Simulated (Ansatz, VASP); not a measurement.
## As in VASP and in Ansatz

```
As
1.0
     1.82500   -5.50000    0.00000
     1.82500    5.50000    0.00000
     0.00000    0.00000    4.47000
As
4
Direct
  0.39000 0.61000 0.56000
  0.89000 0.11000 0.94000
  0.61000 0.39000 0.44000
  0.11000 0.89000 0.06000
```

Alike in both runs: task relaxation of cell and atoms; functional PBEsol; k mesh 8 × 8 × 6; occupations fermi-dirac, width 0.05 eV; no spin polarisation.

|  | VASP | Ansatz |
| --- | --- | --- |
| version | VASP 6.6.1 | Ansatz 0.2.0 |
| potentials or method | VASP PAW PBE potentials, release 64 (As) | Ansatz PAW |
| plane-wave cutoff (eV) | 600 | 420 |
| valence electrons in the cell | 20 | 60 |

|  | VASP | Ansatz | Ansatz less VASP |
| --- | --- | --- | --- |
| gap on the k mesh at the Fermi level, each at its own relaxed structure (eV) | none | none | - |
| relaxed volume (Å³/atom) | 21.68 | 21.63 | -0.051 |
| relaxed length of the cell vector where the two differ most in proportion (Å) | 5.763 | 5.757 | -0.0062 |

VASP's potentials were made for PBE, not for PBEsol. A gap of «none» marks a metal or a gap that the smearing closes. VASP's potentials hold 20 valence electrons a cell and Ansatz's 60, so a difference there can come from the potentials and not from the codes.

Noted on Ansatz's run: the plane-wave basis is chosen anew once the cell has moved, so the energies of steps on either side of that aren't comparable.
